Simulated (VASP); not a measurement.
# GaN in VASP: a series of runs, part 2 of 2

VASP 6.6.1. The steps go on from the part before.

**3. Single point, PBE (zz strain of +3 %)**

The input, INCAR:

```
  ALGO = Normal
  EDIFF = 1E-6
  ENCUT = 520
  GGA = PE
  ISIF = 2
  ISMEAR = -1
  LASPH = T
  LCHARG = F
  LREAL = F
  LWAVE = F
  NBANDS = 16
  NELM = 80
  PREC = Accurate
  SIGMA = 0.02
```

The input, KPOINTS:

```
k-points
0
Gamma
  13 13 13
```

The input, POSCAR:

```
GaN
1.0
    0.0000000000      1.9925000000      2.0522750000
    1.9925000000      0.0000000000      2.0522750000
    1.9925000000      1.9925000000      0.0000000000
Ga N
1 1
Direct
    0.5000000000      0.5000000000      0.5000000000
    0.0000000000      0.0000000000      0.0000000000
```

Potentials or basis: VASP PAW PBE potentials, release 64 (Ga_d, N).

The run is started by

```bash
$ cat potpaw_PBE.64/Ga_d/POTCAR potpaw_PBE.64/N/POTCAR > POTCAR
$ mpirun -np 1 vasp_std > vasp.out
```

OUTCAR:

```text
EDIFF = 1E-6
   ENCUT = 520
   GGA = PE
   ISIF = 2
   ISMEAR = -1
   LASPH = T
   LREAL = F
   NELM = 80
   PREC = Accurate

 ion  position               nearest neighbor table
   1  0.500  0.500  0.500-   2 1.99   2 1.99   2 1.99   2 1.99   2 2.05   2 2.05
   2  0.000  0.000  0.000-   1 1.99   1 1.99   1 1.99   1 1.99   1 2.05   1 2.05

  LATTYP: Found a body centered tetragonal cell.
 ALAT       =     2.8178205230
 C/A-ratio  =     1.4566399692

  Lattice vectors:

 A1 = (  -1.9925000000,   0.0000000000,   2.0522750000)
 A2 = (   1.9925000000,   0.0000000000,   2.0522750000)
 A3 = (   0.0000000000,   1.9925000000,  -2.0522750000)

Analysis of symmetry for initial positions (statically):
=====================================================================
 Subroutine PRICEL returns:
 Original cell was already a primitive cell.

 Routine SETGRP: Setting up the symmetry group for a
 body centered tetragonal supercell.

 Subroutine GETGRP returns: Found 16 space group operations
 (whereof 16 operations were pure point group operations)
 out of a pool of 16 trial point group operations.

The static configuration has the point symmetry D_4h.

Analysis of symmetry for dynamics (positions and initial velocities):
=====================================================================
 Subroutine PRICEL returns:
 Original cell was already a primitive cell.

 Routine SETGRP: Setting up the symmetry group for a
 body centered tetragonal supercell.

 Subroutine GETGRP returns: Found 16 space group operations
 (whereof 16 operations were pure point group operations)
 out of a pool of 16 trial point group operations.

The dynamic configuration has the point symmetry D_4h.

 Subroutine INISYM returns: Found 16 space group operations
 (whereof 16 operations are pure point group operations),
 and found     1 'primitive' translations

----------------------------------------------------------------------------------------

[... 111 lines left out ...]
     AMIX     =   0.40;   BMIX     =  1.00
     AMIX_MAG =   1.60;   BMIX_MAG =  1.00
  volume/ion in A,a.u.               =       8.15        54.98
  Fermi-wavevector in a.u.,A,eV,Ry     =   1.692304  3.197990 38.965606  2.863891
  Thomas-Fermi vector in A             =   2.773914
   LORBIT       =      0    0 simple, 1 ext, 2 COOP (PROOUT), +10 PAW based schemes
   GGA     = PE    functional components
   LHFCALC =     F    Hartree Fock is set to
   AEXX    =    0.0000 exact exchange contribution
   IVDW    =     0    specifies the selected vdW correction
   LEPSILON=     F    determine dielectric tensor
   LRPA    =     F    only Hartree local field effects (RPA)
 non-spin polarized calculation
  energy-cutoff  :      520.00
  volume of cell :       16.30
 maximum number of plane-waves:       452
 NGX is ok and might be reduce to    24
   NGX = 11   NGY = 11   NGZ = 11

 number of electron      18.0000005 magnetization

 Free energy of the ion-electron system (eV)
  ---------------------------------------------------
  ext. energy  EPLUGINS =         0.00000000
  ---------------------------------------------------
  free energy    TOTEN  =       -10.71061150 eV

  energy without entropy =      -10.71061150  energy(sigma->0) =      -10.71061150

 E-fermi :  10.4571     XC(G=0): -13.9399

 val. band max:        9.9485483594   @ k =  -0.2308   0.1538   0.0000
 cond. band min:      11.4628382824   @ k =   0.4615   0.0000   0.4615
 fundamental gap:      1.5142899230
 Fermi energy:        10.4570683066

 k-point     1 :       0.0000    0.0000    0.0000
  band No.  band energies     occupation
      1      -9.0294      2.00000
      2      -4.1297      2.00000
      3      -4.0986      2.00000
      4      -4.0986      2.00000
      5      -3.9962      2.00000
      6      -3.9452      2.00000
[... 433 lines left out ...]
      3      -4.2259      2.00000
      4      -4.1236      2.00000
      5      -3.7708      2.00000
      6      -3.4171      2.00000
[... 8 lines left out ...]
     15      32.1459      0.00000
     16      35.7558      0.00000

 [... further k-points ...]

------------------------ aborting loop because EDIFF is reached ----------------------------------------

  FORCE on cell =-STRESS in cart. coord.  units (eV):
  Direction    XX          YY          ZZ          XY          YZ          ZX
  --------------------------------------------------------------------------------------
  -------------------------------------------------------------------------------------
  Total        6.2420256      6.2420256      4.9109325      0.0000000     -0.0000000      0.0000000
  in kB      613.7251491    613.7251491    482.8501079      0.0000000     -0.0000000      0.0000000
  external PRESSURE =     570.1001353 kB  Pullay stress =       0.0000000 kB

 VOLUME and BASIS-vectors are now :
 -----------------------------------------------------------------------------
  energy-cutoff  :      520.00
  volume of cell :       16.30
      direct lattice vectors                 reciprocal lattice vectors
     0.000000000  1.992500000  2.052275000    -0.250941029  0.250941029  0.243632067
     1.992500000  0.000000000  2.052275000     0.250941029 -0.250941029  0.243632067
     1.992500000  1.992500000  0.000000000     0.250941029  0.250941029 -0.243632067

 POSITION                                       TOTAL-FORCE (eV/Angst)
 -----------------------------------------------------------------------------------
      1.99250      1.99250      2.05227         0.000000     -0.000000     -0.000000
      0.00000      0.00000      0.00000        -0.000000      0.000000      0.000000
 -----------------------------------------------------------------------------------
    total drift:                                0.000000     -0.000000      0.000000

  FREE ENERGIE OF THE ION-ELECTRON SYSTEM (eV)
  ---------------------------------------------------
  free  energy   TOTEN  =       -10.7106114951 eV

  energy  without entropy=      -10.7106114951  energy(sigma->0) =      -10.71061150
```

It took 33 s on 1 thread of AMD EPYC 9R45 (Zen 5), shared host; peak memory 0.14 GiB.

Results:

* Free energy: -10.7106 eV
* Pressure: 57.0 GPa
* Band gap on the k mesh: 1.51 eV, indirect (least direct gap 4.60 eV)

Caveat: the cell differs from its parent crystal (zz strain of +3 %). A k mesh can miss the band edges.

**4. Single point, PBE (volume scaled by 0.98)**

The input, INCAR:

```
SYSTEM = GaN
PREC = Accurate
ENCUT = 600
EDIFF = 1E-6
ISMEAR = -1
SIGMA = 0.02
LREAL = .FALSE.
LASPH = .TRUE.
NELM = 120
ALGO = Normal
ISIF = 2
LWAVE = .FALSE.
LCHARG = .FALSE.
GGA = PE
NBANDS = 16
GGA_COMPAT = .FALSE.
```

The input, KPOINTS:

```
Automatic mesh
0
G
  13 13 13
  0 0 0
```

The input, POSCAR:

```
GaN
1.0
    0.0000000000      1.9791271138      1.9791271138
    1.9791271138      0.0000000000      1.9791271138
    1.9791271138      1.9791271138      0.0000000000
Ga N
1 1
Direct
    0.5000000000      0.5000000000      0.5000000000
    0.0000000000      0.0000000000      0.0000000000
```

The run is started by

```bash
$ cat potpaw_PBE.64/Ga_d/POTCAR potpaw_PBE.64/N/POTCAR > POTCAR
$ mpirun -np 1 vasp_std > vasp.out
```

Run time: 58 s. Hardware: 1 thread of AMD EPYC 7R13, shared host; peak memory 0.13 GiB.

Results (log left out):

* Free energy: -10.3885 eV
* Pressure: 80.4 GPa
* Band gap on the k mesh: 2.06 eV, indirect (least direct gap 5.52 eV)

Levels at points of the mesh, in eV from the valence-band top:
```csv
k point,band 5,band 6,band 7,band 8,band 9,band 10,band 11,band 12,band 13,band 14
"(0.00, 0.00, 0.00)",-13.85,-13.85,-0.79,-0.79,-0.79,4.74,15.94,15.94,15.94,16.73
```

 A k mesh can miss the band edges.

**5. Summary**

```tsv
cell	cutoff (eV)	gap on the mesh (eV)	pressure (GPa)
a = 2.832, b = 2.832, c = 2.818 Å, angles 60.2, 60.2, 59.7°, 2 atoms	520	1.77	65.5
a = 2.860, b = 2.860, c = 2.818 Å, angles 60.5, 60.5, 59.0°, 2 atoms	520	1.51	57.0
a = 2.799 Å, angles 60.0°, 2 atoms	600	2.06	80.4
```

Alike in all rows: task single point; level PBE; potentials or basis VASP PAW PBE potentials, release 64 (Ga_d, N); no spin polarisation; k mesh 13 × 13 × 13; smearing fermi-dirac 0.02 eV.

Absolute energies hang on the potentials; compare differences alone.
